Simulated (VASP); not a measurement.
Sr: single point with PBE

The system is Sr.

```
Sr
1.0
     4.31000    0.00000    0.00000
    -2.15500    3.73257    0.00000
     0.00000    0.00000    7.05000
Sr
2
Cartesian
  2.1550 1.2442 5.2875
  0.0000 2.4884 1.7625
```

| Property | Result |
| --- | --- |
| Program | VASP 6.6.1 |
| Task | single point |
| Functional | PBE |
| Potentials or basis | VASP PAW PBE potentials, release 64 (Sr_sv) |
| Cutoff | 520 eV |
| k mesh | 7 × 7 × 4 |
| Occupations | fermi-dirac, width 0.05 eV |
| Spin | no spin polarisation |
| Dipole correction | no |
| Further INCAR settings | ALGO = Normal; EDIFF = 1e-06; NBANDS = 17 |

```yaml
Pressure: -0.3 GPa
Band_gap_on_the_k_mesh: zero (band 10 reaches 1.57 eV, above the bottom of band 11 at 1.49 eV)
```

Stress tensor (GPa, compression positive):
```
-0.42  0.00  0.00
 0.00 -0.42  0.00
 0.00  0.00  0.05
```

Levels at points of the mesh, in eV from the Fermi level:
```tsv
k point	band 7	band 8	band 9	band 10	band 11	band 12	band 13	band 14
(0.00, 0.00, 0.00)	-18.61	-18.60	-3.64	-1.16	-0.02	2.23	2.23	2.23
(0.00, 0.00, 0.50)	-18.62	-18.62	-2.73	-2.73	1.22	1.22	2.23	2.23
```

Wall time 66 s on 1 thread of Intel Xeon 6975P-C, on a shared host, peak memory 0.23 GiB.
